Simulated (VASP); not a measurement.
Here is a VASP 6.6.1 calculation.

Contents of INCAR:

```
PREC = Accurate
ENCUT = 520
EDIFF = 1E-7
ISMEAR = 0
SIGMA = 0.1
LREAL = F
LASPH = T
NELM = 80
ALGO = Normal
ISIF = 2
LWAVE = F
LCHARG = F
GGA = PE
NBANDS = 13
```

KPOINTS

```
regular mesh
0
Gamma
  14 14 14
```

The input POSCAR:

```
Sn
1.0
    3.0878192729      0.0000000000      0.0000000000
    0.0000000000      3.0878192729      0.0000000000
    0.0000000000      0.0000000000      3.0878192729
Sn
1
Direct
    0.0000000000      0.0000000000      0.0000000000
```

Potentials or basis: VASP PAW PBE potentials, release 64 (Sn_d).

Run with:

```bash
$ cat potpaw_PBE.64/Sn_d/POTCAR > POTCAR
$ mpirun -np 1 vasp_std > vasp.out
```

(1) Estimate the pressure.

(2) Predict the band gap on the k mesh.

Answers

(1) -0.1 GPa.

(2) zero (band 7 reaches 12.19 eV, above the bottom of band 8 at 4.83 eV).

Caveat: spin-orbit coupling is left out, which moves the levels of the heavy elements.
